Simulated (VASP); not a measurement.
# MgS (I4/mmm) in VASP: single point with PBEsol

Aim: the single point of MgS with PBEsol.

Program: VASP 6.6.1. These are calculated values, not measurements. Logs are shortened: lines on timing, memory, paths and dates and some standing lists are left out, and cuts for length are marked.

### Step 1. The cell of the first run

It takes space group I4/mmm (No. 139, tetragonal). Conventional cell: a = 3.664 Å, b = 3.664 Å, c = 5.234 Å, α = 90.00°, β = 90.00°, γ = 90.00°. Mg (site symmetry 4/mmm) has 6 S at 2.59 to 2.62 Å within 3.4 Å. S (site symmetry 4/mmm) has 6 Mg at 2.59 to 2.62 Å within 3.4 Å.

### Step 2. Single point, PBEsol

INCAR reads:

```
SYSTEM = MgS
PREC = Accurate
ENCUT = 520
EDIFF = 1E-6
ISMEAR = 0
SIGMA = 0.05
LREAL = .FALSE.
LASPH = .TRUE.
NELM = 100
ALGO = Normal
ISIF = 2
LWAVE = .FALSE.
LCHARG = .FALSE.
GGA = PS
NBANDS = 11
```

KPOINTS reads:

```
Automatic mesh
0
G
  10 10 10
  0 0 0
```

POSCAR reads:

```
MgS
1.0
    0.0000000000      2.5910375066      2.5910375066
    2.6169478817      0.0000000000      2.5910375066
    2.6169478817      2.5910375066      0.0000000000
Mg S
1 1
Direct
    0.0000000000      0.0000000000      0.0000000000
    0.5000000000      0.5000000000      0.5000000000
```

Potentials or basis: VASP PAW PBE potentials, release 64 (Mg, S).

On the command line:

```sh
$ cat potpaw_PBE.64/Mg/POTCAR potpaw_PBE.64/S/POTCAR > POTCAR
$ mpirun -np 1 vasp_std > vasp.out
```

OUTCAR:

```text
SYSTEM = MgS
   PREC = Accurate
   ENCUT = 520
   EDIFF = 1E-6
   ISMEAR = 0
   LREAL = .FALSE.
   LASPH = .TRUE.
   NELM = 100
   ISIF = 2
   GGA = PS

 ion  position               nearest neighbor table
   1  0.000  0.000  0.000-   2 2.59   2 2.59   2 2.59   2 2.59   2 2.62   2 2.62
   2  0.500  0.500  0.500-   1 2.59   1 2.59   1 2.59   1 2.59   1 2.62   1 2.62

  LATTYP: Found a body centered tetragonal cell.
 ALAT       =     3.6642803825
 C/A-ratio  =     1.4283556980

  Lattice vectors:

 A1 = (   2.6169478817,   0.0000000000,   2.5910375066)
 A2 = (   2.6169478817,   0.0000000000,  -2.5910375066)
 A3 = (  -2.6169478817,   2.5910375066,   0.0000000000)

Analysis of symmetry for initial positions (statically):
=====================================================================
 Subroutine PRICEL returns:
 Original cell was already a primitive cell.

 Routine SETGRP: Setting up the symmetry group for a
 body centered tetragonal supercell.

 Subroutine GETGRP returns: Found 16 space group operations
 (whereof 16 operations were pure point group operations)
 out of a pool of 16 trial point group operations.

The static configuration has the point symmetry D_4h.

Analysis of symmetry for dynamics (positions and initial velocities):
=====================================================================
 Subroutine PRICEL returns:
 Original cell was already a primitive cell.

 Routine SETGRP: Setting up the symmetry group for a
 body centered tetragonal supercell.

 Subroutine GETGRP returns: Found 16 space group operations
 (whereof 16 operations were pure point group operations)
 out of a pool of 16 trial point group operations.

The dynamic configuration has the point symmetry D_4h.

 Subroutine INISYM returns: Found 16 space group operations
 (whereof 16 operations are pure point group operations),
 and found     1 'primitive' translations

----------------------------------------------------------------------------------------

                                     Primitive cell

  volume of cell :      35.1376

  direct lattice vectors                    reciprocal lattice vectors
     0.000000000  2.591037507  2.591037507    -0.191062269  0.192972892  0.192972892
     2.616947882  0.000000000  2.591037507     0.191062269 -0.192972892  0.192972892
     2.616947882  2.591037507  0.000000000     0.191062269  0.192972892 -0.192972892

  length of vectors
     3.664280382  3.682647360  3.682647360     0.333139407  0.333139407  0.333139407

  position of ions in fractional coordinates (direct lattice)
     0.000000000  0.000000000  0.000000000
     0.500000000  0.500000000  0.500000000

  ion indices of the primitive-cell ions
   primitive index   ion index
                 1           1
                 2           2

----------------------------------------------------------------------------------------

 KPOINTS: Automatic mesh

Automatic generation of k-mesh.
 Grid dimensions read from file:
 generate k-points for:   10   10   10

 Generating k-lattice:

  Cartesian coordinates                     Fractional coordinates (reciprocal lattice)
    -0.019106227  0.019297289  0.019297289     0.100000000  0.000000000  0.000000000
     0.019106227 -0.019297289  0.019297289     0.000000000  0.100000000  0.000000000
     0.019106227  0.019297289 -0.019297289     0.000000000  0.000000000  0.100000000

  Length of vectors
     0.033313941  0.033313941  0.033313941

  Shift w.r.t. Gamma in fractional coordinates (k-lattice)
     0.000000000  0.000000000  0.000000000

 Subroutine IBZKPT returns following result:
 ===========================================

 Found    102 irreducible k-points:

 Following reciprocal coordinates:
            Coordinates               Weight
  0.000000  0.000000  0.000000      1.000000
  0.100000  0.000000  0.000000      8.000000
  0.200000  0.000000  0.000000      8.000000
  0.300000  0.000000  0.000000      8.000000
  0.400000  0.000000  0.000000      8.000000
  0.500000  0.000000  0.000000      4.000000
[... 16 lines left out ...]
  0.300000  0.300000  0.000000      4.000000
  0.400000  0.300000  0.000000     16.000000
 [... further k-points ...]
   k-points           NKPTS =    102   k-points in BZ     NKDIM =    102   number of bands    NBANDS=     11
   number of dos      NEDOS =    301   number of ions     NIONS =      2
   total plane-waves  NPLWV =  21952
   dimension x,y,z NGX =    28 NGY =   28 NGZ =   28
   dimension x,y,z NGXF=    56 NGYF=   56 NGZF=   56
   ions per type =               1   1
   NGX,Y,Z   is equivalent  to a cutoff of  12.70, 12.64, 12.64 a.u.
   NGXF,Y,Z  is equivalent  to a cutoff of  25.41, 25.28, 25.28 a.u.
 SYSTEM =  MgS
   PREC   = accura    normal or accurate (medium, high low for compatibility)
   ISTART =      0    job   : 0-new  1-cont  2-samecut
   ICHARG =      2    charge: 1-file 2-atom 10-const
   ISPIN  =      1    spin polarized calculation?
   LNONCOLLINEAR =      F non collinear calculations
   LSORBIT =      F    spin-orbit coupling
   LASPH  =      T    aspherical Exc in radial PAW
   ENCUT  =  520.0 eV  38.22 Ry    6.18 a.u.   6.81  6.85  6.85*2*pi/ulx,y,z
   NELM   =    100;   NELMIN=  2; NELMDL= -5     # of ELM steps
   EDIFF  = 0.1E-05   stopping-criterion for ELM
   LREAL  =      F    real-space projection
   EDIFFG = 0.1E-04   stopping-criterion for IOM
   NSW    =      0    number of steps for IOM
   IBRION =     -1    ionic relax: 0-MD 1-quasi-New 2-CG
   NFREE  =      0    steps in history (QN), initial steepest desc. (CG)
   ISIF   =      2    stress and relaxation
   ISYM   =      2    0-nonsym 1-usesym 2-fastsym
   POTIM  = 0.5000    time-step for ionic-motion
   TEBEG  =    0.0;   TEEND  =   0.0 temperature during run
   PSTRESS=    0.0 pullay stress
   NELECT =       8.0000    total number of electrons
   NUPDOWN=      -1.0000    fix difference up-down
   EMIN   =  10.00;   EMAX   =-10.00  energy-range for DOS
   EFERMI =   0.00;   METHOD = LEGACY
   ISMEAR =     0;   SIGMA  =   0.05  broadening in eV -4-tet -1-fermi 0-gaus
   EFERMI_NEDOS =   21; number of points for ismear=-14 and -15
   IALGO  =     38    algorithm
   IMIX   =      4    mixing-type and parameters
     AMIX     =   0.40;   BMIX     =  1.00
     AMIX_MAG =   1.60;   BMIX_MAG =  1.00
  volume/ion in A,a.u.               =      17.57       118.56
  Fermi-wavevector in a.u.,A,eV,Ry     =   0.999649  1.889062 13.596264  0.999297
  Thomas-Fermi vector in A             =   2.131953
   LORBIT       =      0    0 simple, 1 ext, 2 COOP (PROOUT), +10 PAW based schemes
   GGA     = PS    functional components
   LHFCALC =     F    Hartree Fock is set to
   AEXX    =    0.0000 exact exchange contribution
   IVDW    =     0    specifies the selected vdW correction
   LEPSILON=     F    determine dielectric tensor
   LRPA    =     F    only Hartree local field effects (RPA)
 non-spin polarized calculation
 Gauss-broadening in eV      SIGMA  =   0.05
  energy-cutoff  :      520.00
  volume of cell :       35.14
 maximum number of plane-waves:       960
   NGX = 13   NGY = 13   NGZ = 13

 number of electron       8.0000000 magnetization

 Free energy of the ion-electron system (eV)
  ---------------------------------------------------
  ext. energy  EPLUGINS =         0.00000000
  ---------------------------------------------------
  free energy    TOTEN  =        -9.07333766 eV

  energy without entropy =       -9.07333766  energy(sigma->0) =       -9.07333766

 E-fermi :   3.9776     XC(G=0):  -9.8461

 val. band max:        3.7240884108   @ k =   0.0000   0.0000   0.0000
 cond. band min:       6.3882042318   @ k =   0.5000   0.5000   0.0000
 fundamental gap:      2.6641158211
 Fermi energy:         3.9776412056

 k-point     1 :       0.0000    0.0000    0.0000
  band No.  band energies     occupation
      1      -9.0009      2.00000
      2       3.6814      2.00000
      3       3.6814      2.00000
      4       3.7241      2.00000
      5       7.3068      0.00000
      6      11.4804      0.00000
      7      11.5836      0.00000
      8      11.5836      0.00000
      9      13.9396      0.00000
     10      14.0792      0.00000
     11      15.9983      0.00000

 k-point     2 :       0.1000    0.0000    0.0000
  band No.  band energies     occupation
      1      -8.9020      2.00000
      2       2.9523      2.00000
      3       3.6166      2.00000
      4       3.6388      2.00000
      5       7.8984      0.00000
      6      11.2792      0.00000
      7      11.7017      0.00000
      8      11.7731      0.00000
      9      13.4420      0.00000
     10      13.5609      0.00000
     11      16.3859      0.00000

 k-point     3 :       0.2000    0.0000    0.0000
  band No.  band energies     occupation
      1      -8.6226      2.00000
      2       1.5505      2.00000
      3       3.4590      2.00000
      4       3.4643      2.00000
      5       8.5273      0.00000
      6      11.4225      0.00000
      7      11.6607      0.00000
      8      11.7745      0.00000
      9      13.4091      0.00000
     10      13.4486      0.00000
     11      15.7969      0.00000

 k-point     4 :       0.3000    0.0000    0.0000
  band No.  band energies     occupation
      1      -8.2242      2.00000
      2       0.1840      2.00000
      3       3.2715      2.00000
      4       3.2839      2.00000
      5       8.4283      0.00000
      6      11.0790      0.00000
      7      11.1959      0.00000
      8      12.5659      0.00000
      9      14.6038      0.00000
     10      14.6103      0.00000
     11      15.2186      0.00000
[... 239 lines left out ...]
 k-point    22 :      -0.2000    0.2000   -0.0000
  band No.  band energies     occupation
      1      -8.0978      2.00000
      2       0.4526      2.00000
      3       1.9919      2.00000
      4       3.3205      2.00000
      5       9.7982      0.00000
      6      10.8631      0.00000
      7      10.9812      0.00000
      8      11.5008      0.00000
      9      13.1992      0.00000
     10      17.0963      0.00000
     11      18.1441      0.00000

 k-point    23 :       0.3000    0.3000    0.0000
  band No.  band energies     occupation
      1      -7.9776      2.00000
      2       0.5488      2.00000
      3       2.4141      2.00000
      4       2.4916      2.00000
      5       7.9574      0.00000
      6       8.7318      0.00000
      7      12.7156      0.00000
      8      14.4628      0.00000
      9      14.5900      0.00000
     10      15.3856      0.00000
     11      19.8819      0.00000

 k-point    24 :       0.4000    0.3000    0.0000
  band No.  band energies     occupation
      1      -7.6853      2.00000
      2       0.0321      2.00000
      3       2.0161      2.00000
      4       2.2993      2.00000
      5       7.5648      0.00000
      6       8.7747      0.00000
      7      13.1060      0.00000
      8      14.1406      0.00000
      9      15.6965      0.00000
     10      16.9323      0.00000
     11      20.3251      0.00000

 [... further k-points ...]
[... 5 lines left out ...]
  --------------------------------------------------------------------------------------
  -------------------------------------------------------------------------------------
  Total       -0.3628492     -0.1365375     -0.1365375     -0.0000000      0.0000000     -0.0000000
  in kB      -16.5449053     -6.2257271     -6.2257271     -0.0000000      0.0000000     -0.0000000
  external PRESSURE =      -9.6654532 kB  Pullay stress =       0.0000000 kB

 VOLUME and BASIS-vectors are now :
 -----------------------------------------------------------------------------
  energy-cutoff  :      520.00
  volume of cell :       35.14
      direct lattice vectors                 reciprocal lattice vectors
     0.000000000  2.591037507  2.591037507    -0.191062269  0.192972892  0.192972892
     2.616947882  0.000000000  2.591037507     0.191062269 -0.192972892  0.192972892
     2.616947882  2.591037507  0.000000000     0.191062269  0.192972892 -0.192972892

 POSITION                                       TOTAL-FORCE (eV/Angst)
 -----------------------------------------------------------------------------------
      0.00000      0.00000      0.00000        -0.000000      0.000000     -0.000000
      2.61695      2.59104      2.59104         0.000000     -0.000000      0.000000
 -----------------------------------------------------------------------------------
    total drift:                                0.000000      0.000000      0.000000

  FREE ENERGIE OF THE ION-ELECTRON SYSTEM (eV)
  ---------------------------------------------------
  free  energy   TOTEN  =        -9.0733376579 eV

  energy  without entropy=       -9.0733376579  energy(sigma->0) =       -9.07333766
```

Run time: 13 s. Hardware: 1 thread of Intel Xeon 6975P-C (Granite Rapids), shared host; peak memory 0.18 GiB.

What came out:

- Free energy: -9.0733 eV
- Pressure: -1.0 GPa
- Band gap on the k mesh: 2.66 eV, indirect (least direct gap 3.58 eV)

Caveat: the PAW data sets were made with another functional, which shifts forces and pressure a little. A k mesh can miss the band edges.
